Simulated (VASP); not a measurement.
# NaYTi2Cl6 (Fm-3m) in VASP: single point with PBE

Aim: the single point of NaYTi2Cl6 with PBE.

All numbers are computed with VASP 6.6.1; they aren't measurements. Logs are shortened: lines on timing, memory, paths and dates and some standing lists are left out, and cuts for length are marked.

### Step 1. The cell of the first run

Symmetry: Fm-3m, No. 225, cubic system. The conventional cell has a = 10.027 Å, b = 10.027 Å, c = 10.027 Å, α = 90.00°, β = 90.00°, γ = 90.00°. Ti (site symmetry -43m) has 12 Cl at 3.55 Å and 4 Y at 4.34 Å and 4 Na at 4.34 Å within 4.7 Å. Within 3.2 Å of Y (site symmetry m-3m) lie 6 Cl at 2.45 Å. Within 3.2 Å of Cl (site symmetry 4mm) lie 1 Y at 2.45 Å and 1 Na at 2.57 Å. Na (site symmetry m-3m) has 6 Cl at 2.57 Å within 3.4 Å.

### Step 2. Single point, PBE

INCAR

```
ALGO = Normal ; EDIFF = 1E-6
ENCUT = 520 ; GGA = PE
ISIF = 2 ; ISMEAR = -1
LASPH = T ; LCHARG = T
LELF = T ; LREAL = F
LVHAR = T ; LWAVE = F
NBANDS = 53 ; NELM = 100
PREC = Accurate ; SIGMA = 0.1
```

KPOINTS

```
k-points
0
Gamma
  6 6 6
```

POSCAR

```
NaYTi2Cl6
1.0
    0.0000000000      5.0133230000      5.0133230000
    5.0133230000      0.0000000000      5.0133230000
    5.0133230000      5.0133230000      0.0000000000
Ti Y Cl Na
2 1 6 1
Direct
    0.2500000000      0.2500000000      0.2500000000
    0.7500000000      0.7500000000      0.7500000000
    0.0000000000      0.0000000000      0.0000000000
    0.7561000000      0.2439000000      0.2439000000
    0.2439000000      0.7561000000      0.2439000000
    0.2439000000      0.7561000000      0.7561000000
    0.7561000000      0.2439000000      0.7561000000
    0.2439000000      0.2439000000      0.7561000000
    0.7561000000      0.7561000000      0.2439000000
    0.5000000000      0.5000000000      0.5000000000
```

Potentials or basis: VASP PAW PBE potentials, release 64 (Ti_sv, Y_sv, Cl, Na_pv).

Launch:

```bash
cat potpaw_PBE.64/Ti_sv/POTCAR potpaw_PBE.64/Y_sv/POTCAR potpaw_PBE.64/Cl/POTCAR potpaw_PBE.64/Na_pv/POTCAR > POTCAR
mpirun -np 1 vasp_std > vasp.out
```

OUTCAR:

```text
EDIFF = 1E-6
   ENCUT = 520
   GGA = PE
   ISIF = 2
   ISMEAR = -1
   LASPH = T
   LREAL = F
   NELM = 100
   PREC = Accurate

 ion  position               nearest neighbor table
   1  0.250  0.250  0.250-
   2  0.750  0.750  0.750-
   3  0.000  0.000  0.000-   4 2.45   5 2.45   6 2.45   7 2.45   8 2.45   9 2.45
   4  0.756  0.244  0.244-   3 2.45  10 2.57
   5  0.244  0.756  0.244-   3 2.45  10 2.57
   6  0.244  0.756  0.756-   3 2.45  10 2.57
   7  0.756  0.244  0.756-   3 2.45  10 2.57
   8  0.244  0.244  0.756-   3 2.45  10 2.57
   9  0.756  0.756  0.244-   3 2.45  10 2.57
  10  0.500  0.500  0.500-   4 2.57   5 2.57   6 2.57   7 2.57   8 2.57   9 2.57

  LATTYP: Found a face centered cubic cell.
 ALAT       =    10.0266460000

  Lattice vectors:

 A1 = (   0.0000000000,   5.0133230000,   5.0133230000)
 A2 = (   5.0133230000,   0.0000000000,   5.0133230000)
 A3 = (   5.0133230000,   5.0133230000,   0.0000000000)

Analysis of symmetry for initial positions (statically):
=====================================================================
 Subroutine PRICEL returns:
 Original cell was already a primitive cell.

 Routine SETGRP: Setting up the symmetry group for a
 face centered cubic supercell.

 Subroutine GETGRP returns: Found 48 space group operations
 (whereof 48 operations were pure point group operations)
 out of a pool of 48 trial point group operations.

The static configuration has the point symmetry O_h .

Analysis of symmetry for dynamics (positions and initial velocities):
=====================================================================
 Subroutine PRICEL returns:
 Original cell was already a primitive cell.

 Routine SETGRP: Setting up the symmetry group for a
 face centered cubic supercell.

 Subroutine GETGRP returns: Found 48 space group operations
 (whereof 48 operations were pure point group operations)
 out of a pool of 48 trial point group operations.

The dynamic configuration has the point symmetry O_h .

 Subroutine INISYM returns: Found 48 space group operations
 (whereof 48 operations are pure point group operations),
 and found     1 'primitive' translations

----------------------------------------------------------------------------------------

                                     Primitive cell

  volume of cell :     252.0038

  direct lattice vectors                    reciprocal lattice vectors
     0.000000000  5.013323000  5.013323000    -0.099734248  0.099734248  0.099734248
     5.013323000  0.000000000  5.013323000     0.099734248 -0.099734248  0.099734248
     5.013323000  5.013323000  0.000000000     0.099734248  0.099734248 -0.099734248

  length of vectors
     7.089909379  7.089909379  7.089909379     0.172744785  0.172744785  0.172744785

  position of ions in fractional coordinates (direct lattice)
     0.250000000  0.250000000  0.250000000
     0.750000000  0.750000000  0.750000000
     0.000000000  0.000000000  0.000000000
     0.756100000  0.243900000  0.243900000
     0.243900000  0.756100000  0.243900000
     0.243900000  0.756100000  0.756100000
     0.756100000  0.243900000  0.756100000
     0.243900000  0.243900000  0.756100000
     0.756100000  0.756100000  0.243900000
     0.500000000  0.500000000  0.500000000

  ion indices of the primitive-cell ions
   primitive index   ion index
                 1           1
                 2           2
                 3           3
                 4           4
                 5           5
                 6           6
                 7           7
                 8           8
                 9           9
                10          10

----------------------------------------------------------------------------------------

 KPOINTS: k-points

Automatic generation of k-mesh.
 Grid dimensions read from file:
 generate k-points for:    6    6    6

 Generating k-lattice:

  Cartesian coordinates                     Fractional coordinates (reciprocal lattice)
    -0.016622375  0.016622375  0.016622375     0.166666667  0.000000000  0.000000000
     0.016622375 -0.016622375  0.016622375     0.000000000  0.166666667  0.000000000
     0.016622375  0.016622375 -0.016622375     0.000000000  0.000000000  0.166666667

  Length of vectors
     0.028790798  0.028790798  0.028790798

  Shift w.r.t. Gamma in fractional coordinates (k-lattice)
     0.000000000  0.000000000  0.000000000

 Subroutine IBZKPT returns following result:
 ===========================================

 Found     16 irreducible k-points:

 Following reciprocal coordinates:
            Coordinates               Weight
  0.000000  0.000000  0.000000      1.000000
  0.166667  0.000000  0.000000      8.000000
  0.333333  0.000000  0.000000      8.000000
  0.500000  0.000000  0.000000      4.000000
  0.166667  0.166667  0.000000      6.000000
  0.333333  0.166667  0.000000     24.000000
[... 8 lines left out ...]
 -0.333333  0.333333  0.166667     24.000000
 -0.333333  0.500000  0.166667     12.000000
   k-points           NKPTS =     16   k-points in BZ     NKDIM =     16   number of bands    NBANDS=     53
   number of dos      NEDOS =    301   number of ions     NIONS =     10
   total plane-waves  NPLWV = 157464
   dimension x,y,z NGX =    54 NGY =   54 NGZ =   54
   dimension x,y,z NGXF=   108 NGYF=  108 NGZF=  108
   ions per type =               2   1   6   1
   NGX,Y,Z   is equivalent  to a cutoff of  12.66, 12.66, 12.66 a.u.
   NGXF,Y,Z  is equivalent  to a cutoff of  25.32, 25.32, 25.32 a.u.
 SYSTEM =  unknown system
   PREC   = accura    normal or accurate (medium, high low for compatibility)
   ISTART =      0    job   : 0-new  1-cont  2-samecut
   ICHARG =      2    charge: 1-file 2-atom 10-const
   ISPIN  =      1    spin polarized calculation?
   LNONCOLLINEAR =      F non collinear calculations
   LSORBIT =      F    spin-orbit coupling
   LASPH  =      T    aspherical Exc in radial PAW
   ENCUT  =  520.0 eV  38.22 Ry    6.18 a.u.  13.18 13.18 13.18*2*pi/ulx,y,z
   NELM   =    100;   NELMIN=  2; NELMDL= -5     # of ELM steps
   EDIFF  = 0.1E-05   stopping-criterion for ELM
   LREAL  =      F    real-space projection
   EDIFFG = 0.1E-04   stopping-criterion for IOM
   NSW    =      0    number of steps for IOM
   IBRION =     -1    ionic relax: 0-MD 1-quasi-New 2-CG
   NFREE  =      0    steps in history (QN), initial steepest desc. (CG)
   ISIF   =      2    stress and relaxation
   ISYM   =      2    0-nonsym 1-usesym 2-fastsym
   POTIM  = 0.5000    time-step for ionic-motion
   TEBEG  =    0.0;   TEEND  =   0.0 temperature during run
   PSTRESS=    0.0 pullay stress
   NELECT =      84.0000    total number of electrons
   NUPDOWN=      -1.0000    fix difference up-down
   EMIN   =  10.00;   EMAX   =-10.00  energy-range for DOS
   EFERMI =   0.00;   METHOD = LEGACY
   ISMEAR =    -1;   SIGMA  =   0.10  broadening in eV -4-tet -1-fermi 0-gaus
   EFERMI_NEDOS =   21; number of points for ismear=-14 and -15
   IALGO  =     38    algorithm
   IMIX   =      4    mixing-type and parameters
     AMIX     =   0.40;   BMIX     =  1.00
     AMIX_MAG =   1.60;   BMIX_MAG =  1.00
  volume/ion in A,a.u.               =      25.20       170.06
  Fermi-wavevector in a.u.,A,eV,Ry     =   1.135095  2.145019 17.530302  1.288441
  Thomas-Fermi vector in A             =   2.271800
   LORBIT       =      0    0 simple, 1 ext, 2 COOP (PROOUT), +10 PAW based schemes
   GGA     = PE    functional components
   LHFCALC =     F    Hartree Fock is set to
   AEXX    =    0.0000 exact exchange contribution
   IVDW    =     0    specifies the selected vdW correction
   LEPSILON=     F    determine dielectric tensor
   LRPA    =     F    only Hartree local field effects (RPA)
 non-spin polarized calculation
  energy-cutoff  :      520.00
  volume of cell :      252.00
 maximum number of plane-waves:      6855
 NGX is ok and might be reduce to    54
   NGX = 27   NGY = 27   NGZ = 27

 number of electron      84.0000012 magnetization

 Free energy of the ion-electron system (eV)
  ---------------------------------------------------
  ext. energy  EPLUGINS =         0.00000000
  ---------------------------------------------------
  free energy    TOTEN  =       -40.53116392 eV

  energy without entropy =      -39.57846099  energy(sigma->0) =      -40.05481245

 E-fermi :   4.4359     XC(G=0):  -8.7119

 val. band max:        4.4352771818   @ k =   0.3333   0.3333   0.0000
 cond. band min:       4.4374504496   @ k =   0.5000   0.3333   0.0000
 fundamental gap:      0.0021732678
 Fermi energy:         4.4359351392

 k-point     1 :       0.0000    0.0000    0.0000
  band No.  band energies     occupation
      1     -53.4213      2.00000
      2     -53.4213      2.00000
      3     -38.8790      2.00000
      4     -29.7476      2.00000
      5     -29.7476      2.00000
      6     -29.7476      2.00000
[... 45 lines left out ...]
     52       6.2448      0.00000
     53       6.2448      0.00000

 k-point     2 :       0.1667    0.0000    0.0000
  band No.  band energies     occupation
      1     -53.4213      2.00000
      2     -53.4213      2.00000
      3     -38.8790      2.00000
      4     -29.7476      2.00000
      5     -29.7475      2.00000
      6     -29.7475      2.00000
[... 45 lines left out ...]
     52       6.2521      0.00000
     53       6.3256      0.00000

 k-point     3 :       0.3333    0.0000    0.0000
  band No.  band energies     occupation
      1     -53.4213      2.00000
      2     -53.4213      2.00000
      3     -38.8790      2.00000
      4     -29.7475      2.00000
      5     -29.7475      2.00000
      6     -29.7475      2.00000
[... 45 lines left out ...]
     52       6.2259      0.00000
     53       6.5082      0.00000
[... 617 lines left out ...]
 k-point    15 :      -0.3333    0.3333    0.1667
  band No.  band energies     occupation
      1     -53.4213      2.00000
      2     -53.4213      2.00000
      3     -38.8790      2.00000
      4     -29.7476      2.00000
      5     -29.7476      2.00000
      6     -29.7474      2.00000
[... 45 lines left out ...]
     52       6.4748      0.00000
     53       6.5678      0.00000

 k-point    16 :      -0.3333    0.5000    0.1667
  band No.  band energies     occupation
      1     -53.4213      2.00000
      2     -53.4213      2.00000
      3     -38.8790      2.00000
      4     -29.7477      2.00000
      5     -29.7476      2.00000
      6     -29.7475      2.00000
[... 45 lines left out ...]
     52       6.4487      0.00000
     53       6.6725      0.00000

------------------------ aborting loop because EDIFF is reached ----------------------------------------

  FORCE on cell =-STRESS in cart. coord.  units (eV):
  Direction    XX          YY          ZZ          XY          YZ          ZX
  --------------------------------------------------------------------------------------
  -------------------------------------------------------------------------------------
  Total        9.0407985      9.0407985      9.0407985     -0.0000000     -0.0000000      0.0000000
  in kB       57.4791471     57.4791471     57.4791471     -0.0000000     -0.0000000      0.0000000
  external PRESSURE =      57.4791471 kB  Pullay stress =       0.0000000 kB

 VOLUME and BASIS-vectors are now :
 -----------------------------------------------------------------------------
  energy-cutoff  :      520.00
  volume of cell :      252.00
      direct lattice vectors                 reciprocal lattice vectors
     0.000000000  5.013323000  5.013323000    -0.099734248  0.099734248  0.099734248
     5.013323000  0.000000000  5.013323000     0.099734248 -0.099734248  0.099734248
     5.013323000  5.013323000  0.000000000     0.099734248  0.099734248 -0.099734248

 POSITION                                       TOTAL-FORCE (eV/Angst)
 -----------------------------------------------------------------------------------
      2.50666      2.50666      2.50666        -0.000000      0.000000     -0.000000
      7.51998      7.51998      7.51998        -0.000000      0.000000      0.000000
      0.00000      0.00000      0.00000        -0.000000      0.000000     -0.000000
      2.44550      5.01332      5.01332         1.590768      0.000000     -0.000000
      5.01332      2.44550      5.01332        -0.000000      1.590768     -0.000000
      7.58115      5.01332      5.01332        -1.590768      0.000000     -0.000000
      5.01332      7.58115      5.01332        -0.000000     -1.590768     -0.000000
      5.01332      5.01332      2.44550        -0.000000      0.000000      1.590768
      5.01332      5.01332      7.58115        -0.000000      0.000000     -1.590768
      5.01332      5.01332      5.01332        -0.000000      0.000000      0.000000
 -----------------------------------------------------------------------------------
    total drift:                               -0.000000     -0.000000      0.000000

  FREE ENERGIE OF THE ION-ELECTRON SYSTEM (eV)
  ---------------------------------------------------
  free  energy   TOTEN  =       -40.5311639168 eV

  energy  without entropy=      -39.5784609929  energy(sigma->0) =      -40.05481245
```

Run time: 8.3 min. Hardware: 1 thread of Intel Xeon Platinum 8259CL at 2.50GHz (Skylake/Cascade Lake), shared host; peak memory 0.53 GiB.

Results:

```
Free energy            : -40.5312 eV
Pressure               : 5.7 GPa
Largest force          : 1.591 eV/Å
Band gap on the k mesh : zero (bands 42 and 43 overlap by 0.41 eV)
```

Forces in eV/Å, atoms in the order of the input:
```
Ti   0.000  0.000  0.000
Ti   0.000  0.000  0.000
Y    0.000  0.000  0.000
Cl   1.591  0.000  0.000
Cl   0.000  1.591  0.000
Cl  -1.591  0.000  0.000
Cl   0.000 -1.591  0.000
Cl   0.000  0.000  1.591
Cl   0.000  0.000 -1.591
Na   0.000  0.000  0.000
```

Caveat: the cell stands under pressure; semilocal functionals often make such compounds metallic where correlation or magnetic order opens a gap, which also shifts bond lengths; forces of over 1 eV/Å act on the atoms, so gaps and moduli don't describe the material at rest.
